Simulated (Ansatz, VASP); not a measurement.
## Cd: VASP beside Ansatz

Contents of INCAR:

```
SYSTEM = Cd
  ALGO = Normal
  EDIFF = 1E-8
  ENCUT = 520
  GGA = PE
  ISIF = 2
  ISMEAR = -1
  LASPH = .TRUE.
  LCHARG = .FALSE.
  LEFG = .TRUE.
  LREAL = .FALSE.
  LWAVE = .FALSE.
  NBANDS = 19
  NELM = 60
  PREC = Accurate
  SIGMA = 0.05
```

Contents of KPOINTS:

```
k-points
0
G
  14 14 7
  0 0 0
```

File POSCAR:

```
Cd
1.0
    2.9788725081      0.0148943625      0.0148943625
   -1.4765373577      2.5723320853      0.0054517151
    0.0280882500      0.0280882500      5.6176500000
Cd
2
Direct
    0.3333333333      0.6666666667      0.2500000000
    0.6666666667      0.3333333333      0.7500000000
```

Input for Ansatz:

```yaml
crystal:
  lattice:
    - [2.9788725081, 0.0148943625, 0.0148943625]
    - [-1.4765373577, 2.5723320853, 0.0054517151]
    - [0.02808825, 0.02808825, 5.61765]
  atoms:
    - { symbol: Cd, position: [0.3333333333, 0.6666666667, 0.25] }
    - { symbol: Cd, position: [0.6666666667, 0.3333333333, 0.75] }
kpoints:
  mp_grid: { grid: [14, 14, 7] }
scf:
  occupations: { method: fermi_dirac, width: 0.05 }
hamiltonian:
  xc: pbe
  pseudopotentials: { kind: all_electron, datasets: crystal }
output:
  forces: true
  stress: true
  eigenvalues: true
  efg: { contact_densities: true }
```

Change from the starting cell: equal xy, yz and zx shear strains of +1 %, crystal datasets.

Alike in both runs: task electric field gradients; functional PBE; k mesh 14 × 14 × 7; occupations fermi-dirac, width 0.05 eV; no spin polarisation.

```csv
,VASP,Ansatz
version,VASP 6.6.1,Ansatz 0.2.0
potentials or method,"VASP PAW PBE potentials, release 64 (Cd), cutoff 520 eV","all-electron PAW with datasets made for the crystal, scalar-relativistic"
```

VASP gave:

```
pressure (GPa)                                                : 3.4
traceless stress, the component that is largest in VASP (GPa) : -1.03
size of Vzz on the site where it differs most (V/Å²)          : 81.5
```

**Question.** What did Ansatz give for the same quantities?

**Answer.** Pressure (GPa): 3.0; traceless stress, the component that is largest in VASP (GPa): -0.87; size of Vzz on the site where it differs most (V/Å²): 77.2.

Ansatz ran all-electron here, and VASP with PAW potentials.
